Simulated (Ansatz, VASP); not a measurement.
# One calculation of NaF, two programs

The input INCAR:

```
  ALGO = Normal
  EDIFF = 1E-8
  ENCUT = 520
  GGA = CA
  ISIF = 2
  ISMEAR = -1
  LASPH = T
  LCHARG = F
  LEFG = T
  LREAL = F
  LWAVE = F
  NBANDS = 14
  NELM = 100
  PREC = Accurate
  SIGMA = 0.02
```

The input KPOINTS:

```
k-points
0
Gamma
  10 10 10
```

The input POSCAR:

```
NaF
1.0
    0.0000000000      2.3465330000      2.3233000000
    2.3465330000      0.0000000000      2.3233000000
    2.3465330000      2.3465330000      0.0000000000
Na F
1 1
Direct
    0.0000000000      0.0000000000      0.0000000000
    0.5000000000      0.5000000000      0.5000000000
```

Input for Ansatz:

```yaml
crystal:
  lattice:
    - [0.0, 2.346533, 2.3233]
    - [2.346533, 0.0, 2.3233]
    - [2.346533, 2.346533, 0.0]
  atoms:
    - { symbol: Na, position: [0.0, 0.0, 0.0] }
    - { symbol: F, position: [0.5, 0.5, 0.5] }
kpoints:
  mp_grid: { grid: [10, 10, 10] }
scf:
  occupations: { method: fermi_dirac, width: 0.02 }
hamiltonian:
  xc: lda
  pseudopotentials: { kind: paw }
output:
  forces: true
  stress: true
  eigenvalues: true
  efg: { contact_densities: true }
```

Change from the starting cell: equal xx and yy strain of +1 %, PAW files.

Alike in both runs: task electric field gradients; functional LDA; k mesh 10 × 10 × 10; occupations fermi-dirac, width 0.02 eV; no spin polarisation.

```csv
,VASP,Ansatz
version,VASP 6.6.1,Ansatz 0.2.0
potentials or method,"VASP PAW LDA potentials, release 64 (Na_pv, F)","PAW with Ansatz's default frozen-core files, scalar-relativistic"
plane-wave cutoff (eV),520,420
valence electrons in the cell,14,16
```

```tsv
	VASP	Ansatz	Ansatz less VASP
gap on the k mesh at the Fermi level (eV)	5.81	5.83	+0.022
pressure (GPa)	-5.4	-5.3	+0.09
traceless stress, the component that is largest in VASP (GPa)	0.38	0.37	-0.014
size of Vzz on the site where it differs most (V/Å²)	1.4	1.2	-0.20
```

LDA's correlation is that of Perdew and Zunger in VASP and of Perdew and Wang (1992) in Ansatz. VASP's potentials hold 14 valence electrons a cell and Ansatz's 16, so a difference there can come from the potentials and not from the codes.
